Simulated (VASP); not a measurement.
Input of a VASP 6.6.1 run:

INCAR

```
PREC = Accurate
ENCUT = 520
EDIFF = 1E-6
ISMEAR = -1
SIGMA = 0.05
LREAL = False
LASPH = True
NELM = 100
ALGO = Normal
ISIF = 2
LWAVE = False
LCHARG = False
GGA = CA
NBANDS = 32
```

Contents of KPOINTS:

```
Automatic mesh
0
Gamma
  9 9 9
```

File POSCAR:

```
TiZn3
1.0
    3.9715220000      0.0000000000      0.0000000000
    0.0000000000      3.9715220000      0.0000000000
    0.0000000000      0.0000000000      3.9322000000
Ti Zn
1 3
Direct
    0.0000000000      0.0000000000      0.0000000000
    0.0000000000      0.5000000000      0.5000000000
    0.5000000000      0.0000000000      0.5000000000
    0.5000000000      0.5000000000      0.0000000000
```

Potentials or basis: VASP PAW LDA potentials, release 64 (Ti_sv, Zn).

Run with:

```console
$ cat potpaw_LDA.64/Ti_sv/POTCAR potpaw_LDA.64/Zn/POTCAR > POTCAR
$ mpirun -np 1 vasp_std > vasp.out
```

Task: What does it give for the band gap on the k mesh?

Result: Zero (bands 24 and 25 overlap by 1.80 eV).

Task: Estimate the pressure.

Result: -10.9 GPa.

Stress tensor (GPa, compression positive):
```
-11.00   0.00   0.00
  0.00 -11.00   0.00
  0.00   0.00 -10.84
```

Caveat: the cell differs from its parent crystal (equal xx and yy strain of +1 %); the cell stands under tension.
